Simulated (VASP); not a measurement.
# Sc2Al (P6_3/mmc) in VASP: further runs, part 3 of 3

VASP 6.6.1.

**5. Single point, PBEsol (strain -0.025 along x and y, -0.050 along z)**

Contents of INCAR:

```
SYSTEM = Sc2Al
PREC = Accurate ; ENCUT = 520
EDIFF = 1E-6 ; ISMEAR = 0
SIGMA = 0.15 ; LREAL = .False.
LASPH = .True. ; NELM = 100
ALGO = Fast ; ISIF = 2
LWAVE = .False. ; LCHARG = .True.
GGA = PS ; LELF = .True.
LVHAR = .True. ; NBANDS = 34
```

Contents of KPOINTS:

```
Automatic mesh
0
Gamma
  12 12 8
  0 0 0
```

Contents of POSCAR:

```
Sc2Al
1.0
    4.7296264979      0.0000000000      0.0000000000
   -2.3648132490      4.0959766976      0.0000000000
    0.0000000000      0.0000000000      5.7811787542
Sc Al
4 2
Direct
    0.0000000000      0.0000000000      0.0000000000
    0.0000000000      0.0000000000      0.5000000000
    0.3333333333      0.6666666667      0.7500000000
    0.6666666667      0.3333333333      0.2500000000
    0.3333333333      0.6666666667      0.2500000000
    0.6666666667      0.3333333333      0.7500000000
```

Potentials or basis: VASP PAW PBE potentials, release 64 (Sc_sv, Al).

Command:

```bash
cat potpaw_PBE.64/Sc_sv/POTCAR potpaw_PBE.64/Al/POTCAR > POTCAR
mpirun -np 1 vasp_std > vasp.out
```

OUTCAR:

```text
SYSTEM = Sc2Al
   PREC = Accurate
   ENCUT = 520
   EDIFF = 1E-6
   ISMEAR = 0
   LREAL = .False.
   LASPH = .True.
   NELM = 100
   ISIF = 2
   GGA = PS

 ion  position               nearest neighbor table
   1  0.000  0.000  0.000-   2 2.89   2 2.89   4 3.09   5 3.09   6 3.09   3 3.09   4 3.09   6 3.09
                             3 3.09   5 3.09   4 3.09   6 3.09   3 3.09   5 3.09
   2  0.000  0.000  0.500-   1 2.89   1 2.89   4 3.09   5 3.09   6 3.09   3 3.09   4 3.09   6 3.09
                             3 3.09   5 3.09   4 3.09   6 3.09   3 3.09   5 3.09
   3  0.333  0.667  0.750-   6 2.73   6 2.73   6 2.73   5 2.89   5 2.89   1 3.09   2 3.09   2 3.09
                             1 3.09   2 3.09   1 3.09
   4  0.667  0.333  0.250-   5 2.73   5 2.73   5 2.73   6 2.89   6 2.89   1 3.09   2 3.09   1 3.09
                             2 3.09   1 3.09   2 3.09
   5  0.333  0.667  0.250-   4 2.73   4 2.73   4 2.73   3 2.89   3 2.89   1 3.09   2 3.09   2 3.09
                             1 3.09   2 3.09   1 3.09
   6  0.667  0.333  0.750-   3 2.73   3 2.73   3 2.73   4 2.89   4 2.89   1 3.09   2 3.09   1 3.09
                             2 3.09   1 3.09   2 3.09

  LATTYP: Found a hexagonal cell.
 ALAT       =     4.7296264979
 C/A-ratio  =     1.2223330440

  Lattice vectors:

 A1 = (   4.7296264979,   0.0000000000,   0.0000000000)
 A2 = (  -2.3648132490,   4.0959766976,   0.0000000000)
 A3 = (   0.0000000000,   0.0000000000,   5.7811787542)

Analysis of symmetry for initial positions (statically):
=====================================================================
 Subroutine PRICEL returns:
 Original cell was already a primitive cell.

 Routine SETGRP: Setting up the symmetry group for a
 hexagonal supercell.

 Subroutine GETGRP returns: Found 24 space group operations
 (whereof 12 operations were pure point group operations)
 out of a pool of 24 trial point group operations.

The static configuration has the point symmetry D_3d.
 The point group associated with its full space group is D_6h.

[... 138 lines left out ...]
   IALGO  =     68    algorithm
   IMIX   =      4    mixing-type and parameters
     AMIX     =   0.40;   BMIX     =  1.00
     AMIX_MAG =   1.60;   BMIX_MAG =  1.00
  volume/ion in A,a.u.               =      18.67       125.96
  Fermi-wavevector in a.u.,A,eV,Ry     =   1.251213  2.364450 21.300384  1.565534
  Thomas-Fermi vector in A             =   2.385171
   LORBIT       =      0    0 simple, 1 ext, 2 COOP (PROOUT), +10 PAW based schemes
   GGA     = PS    functional components
   LHFCALC =     F    Hartree Fock is set to
   AEXX    =    0.0000 exact exchange contribution
   IVDW    =     0    specifies the selected vdW correction
   LEPSILON=     F    determine dielectric tensor
   LRPA    =     F    only Hartree local field effects (RPA)
 non-spin polarized calculation
 RMM-DIIS sequential band-by-band and
 Gauss-broadening in eV      SIGMA  =   0.15
  energy-cutoff  :      520.00
  volume of cell :      112.00
 maximum number of plane-waves:      3044
 NGX is ok and might be reduce to    36
   NGX = 17   NGY = 17   NGZ = 21

 number of electron      50.0000012 magnetization

 Free energy of the ion-electron system (eV)
  ---------------------------------------------------
  ext. energy  EPLUGINS =         0.00000000
  ---------------------------------------------------
  free energy    TOTEN  =       -36.41852408 eV

  energy without entropy =      -36.33673178  energy(sigma->0) =      -36.37762793

 E-fermi :   5.6271     XC(G=0): -10.7335

 val. band max:        5.6256444211   @ k =   0.3333   0.0000   0.1250
 cond. band min:       5.6275356487   @ k =   0.1667   0.0000   0.2500
 fundamental gap:      0.0018912275
 Fermi energy:         5.6270534020

 k-point     1 :       0.0000    0.0000    0.0000
  band No.  band energies     occupation
      1     -43.2646      2.00000
      2     -43.1526      2.00000
      3     -43.1208      2.00000
      4     -43.0987      2.00000
      5     -22.3069      2.00000
      6     -22.1504      2.00000
[... 877 lines left out ...]
     33       8.0374      0.00000
     34       8.5379      0.00000

 [... further k-points ...]
[... 5 lines left out ...]
  --------------------------------------------------------------------------------------
  -------------------------------------------------------------------------------------
  Total        5.6214523      5.6214523      7.7489948     -0.0000000      0.0000000      0.0000000
  in kB       80.4189485     80.4189485    110.8549862     -0.0000000      0.0000000      0.0000000
  external PRESSURE =      90.5642944 kB  Pullay stress =       0.0000000 kB

 VOLUME and BASIS-vectors are now :
 -----------------------------------------------------------------------------
  energy-cutoff  :      520.00
  volume of cell :      112.00
      direct lattice vectors                 reciprocal lattice vectors
     4.729626498  0.000000000  0.000000000     0.211433186  0.122071007  0.000000000
    -2.364813249  4.095976698  0.000000000     0.000000000  0.244142014  0.000000000
     0.000000000  0.000000000  5.781178754     0.000000000  0.000000000  0.172975105

 POSITION                                       TOTAL-FORCE (eV/Angst)
 -----------------------------------------------------------------------------------
      0.00000      0.00000      0.00000         0.000000      0.000000      0.000000
      0.00000      0.00000      2.89059         0.000000      0.000000      0.000000
     -0.00000      2.73065      4.33588        -0.000000      0.000000     -0.000000
      2.36481      1.36533      1.44529         0.000000      0.000000      0.000000
     -0.00000      2.73065      1.44529        -0.000000      0.000000      0.000000
      2.36481      1.36533      4.33588         0.000000     -0.000000      0.000000
 -----------------------------------------------------------------------------------
    total drift:                               -0.000000     -0.000000     -0.000000

  FREE ENERGIE OF THE ION-ELECTRON SYSTEM (eV)
  ---------------------------------------------------
  free  energy   TOTEN  =       -36.4185240775 eV

  energy  without entropy=      -36.3367317824  energy(sigma->0) =      -36.37762793
```

Run time: 16 min. Hardware: 1 thread of Oxide Virtual Turin-like, shared host; peak memory 0.4 GiB.

Results:

```yaml
Free_energy: -36.4185 eV
Pressure: 9.1 GPa
Band_gap_on_the_k_mesh: zero (band 25 reaches 6.05 eV, above the bottom of band 26 at 5.14 eV)
```

Levels at points of the mesh, in eV from the Fermi level:
```csv
k point,band 21,band 22,band 23,band 24,band 25,band 26,band 27,band 28,band 29,band 30
"(0.00, 0.00, 0.00)",-2.02,-0.77,-0.65,-0.65,-0.49,-0.49,-0.08,-0.08,2.29,2.33
"(0.50, 0.00, 0.00)",-1.21,-1.13,-0.79,-0.77,-0.76,0.21,0.36,0.79,1.40,1.45
"(0.00, 0.00, 0.50)",-1.65,-1.65,-1.02,-1.02,0.12,0.12,0.12,0.12,1.83,1.83
"(0.50, 0.00, 0.50)",-1.10,-1.10,-0.92,-0.92,0.26,0.26,0.54,0.54,1.33,1.33
```

Caveat: the cell differs from its parent crystal (strain -0.025 along x and y, -0.050 along z); the PAW data sets were made with another functional, which shifts forces and pressure a little.

**6. Summary**

| cell | further INCAR settings | gap on the mesh (eV) | pressure (GPa) |
| --- | --- | --- | --- |
| a = 4.608, b = 4.608, c = 5.781 Å, angles 90.0, 90.0, 120.0°, 6 atoms | ALGO = Fast; EDIFF = 1e-07; NBANDS = 34 | none | 15.2 |
| a = 4.608, b = 4.608, c = 5.933 Å, angles 90.0, 90.0, 120.0°, 6 atoms | ALGO = Fast; EDIFF = 1e-06; NBANDS = 34 | none | 12.4 |
| a = 4.608, b = 4.608, c = 6.085 Å, angles 90.0, 90.0, 120.0°, 6 atoms | ALGO = Fast; EDIFF = 1e-06; NBANDS = 34 | none | 9.9 |
| a = 4.730, b = 4.730, c = 5.781 Å, angles 90.0, 90.0, 120.0°, 6 atoms | ALGO = Fast; EDIFF = 1e-06; NBANDS = 34 | none | 9.1 |

Alike in all rows: task single point; level PBEsol; potentials or basis VASP PAW PBE potentials, release 64 (Sc_sv, Al); no spin polarisation; k mesh 12 × 12 × 8; cutoff (eV) 520; smearing gaussian 0.15 eV.

Caveats: the PAW data sets were made with another functional, which shifts forces and pressure a little.

Absolute energies hang on the potentials; compare differences alone.
